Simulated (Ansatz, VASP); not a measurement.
## Two plane-wave programs on Cu2H3

```xyz
5
Lattice="2.1242 -2.0711 -0.0074 2.1242 2.0711 -0.0074 -1.5608 0.0000 4.2569" Properties=species:S:1:pos:R:3 pbc="T T T"
Cu   -0.4706    0.1220    3.3267
Cu    3.1582    0.1220    0.9155
H     0.1456   -0.7074    1.7364
H     2.5420   -0.7074    2.5057
H     2.1242   -0.9053   -0.0074
```

Alike in both runs: task single point; functional PBE; k mesh 14 × 14 × 10; occupations gaussian, width 0.1 eV; no spin polarisation.

|  | VASP | Ansatz |
| --- | --- | --- |
| version | VASP 6.6.1 | Ansatz 0.2.0 |
| potentials or method | VASP PAW PBE potentials, release 64 (Cu, H), cutoff 520 eV | scalar-relativistic, plane waves, PAW |
| valence electrons in the cell | 25 | 41 |

```tsv
	VASP	Ansatz	Ansatz less VASP
gap on the k mesh at the Fermi level (eV)	none	none	-
pressure (GPa)	0.2	0.0	-0.21
traceless stress, the component that is largest in VASP (GPa)	0.11	-0.01	-0.123
rms of the force components (eV/Å)	0.004	0.000	-0.0043
```

Atom by atom the forces differ by 0.004 eV/Å (rms over components). A gap of «none» marks a metal or a gap that the smearing closes. VASP's potentials hold 25 valence electrons a cell and Ansatz's 41, so a difference there can come from the potentials and not from the codes.
